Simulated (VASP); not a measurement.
**BP: single point with r2SCAN**

The system is BP.

```xyz
2
Lattice="0.0000 2.2683 2.1719 2.2683 0.0000 2.1719 2.2683 2.2683 0.0000" Properties=species:S:1:pos:R:3 pbc="T T T"
B     0.0000    0.0000    0.0000
P     1.1342    1.1342    1.0860
```

This cell differs from its parent crystal: uniaxial z strain -4.2%.

```yaml
Program: VASP 6.6.1
Task: single point
Functional: r2SCAN
Potentials_or_basis: VASP PAW PBE potentials, release 64 (B, P)
Cutoff: 520 eV
k_mesh: 10 × 10 × 10
Occupations: gaussian, width 0.01 eV
Spin: no spin polarisation
Dipole_correction: no
Further_INCAR_settings: ALGO = Normal; EDIFF = 1e-07; NBANDS = 11
```

| Item | Value |
| --- | --- |
| Pressure | 7.4 GPa |
| Band gap on the k mesh | 0.69 eV, indirect (least direct gap 3.25 eV) |

Stress tensor (GPa, compression positive):
```
 3.29  0.00  0.00
 0.00  3.29  0.00
 0.00  0.00 15.55
```

Levels at points of the mesh, in eV from the valence-band top:
| k point | band 1 | band 2 | band 3 | band 4 | band 5 | band 6 | band 7 | band 8 |
| --- | --- | --- | --- | --- | --- | --- | --- | --- |
| (0.00, 0.00, 0.00) | -16.97 | -0.44 | -0.44 | 0.00 | 3.25 | 3.52 | 3.52 | 8.41 |
| (0.50, 0.00, 0.00) | -13.30 | -10.13 | -2.51 | -1.92 | 3.86 | 4.53 | 5.28 | 10.83 |
| (0.50, 0.50, 0.00) | -11.25 | -9.37 | -5.13 | -5.13 | 0.82 | 1.14 | 13.17 | 13.17 |
| (0.50, 0.00, 0.50) | -11.72 | -9.80 | -4.68 | -4.59 | 1.34 | 1.81 | 12.63 | 13.66 |

Wall time 58 s on 1 thread of AMD EPYC 9R45 96-Core Processor (Zen 5), on a shared host, peak memory 0.12 GiB.

Caveat: the cell differs from its parent crystal (uniaxial z strain -4.2%); the PAW data sets were made with another functional, which shifts forces and pressure a little. A k mesh can miss the band edges.
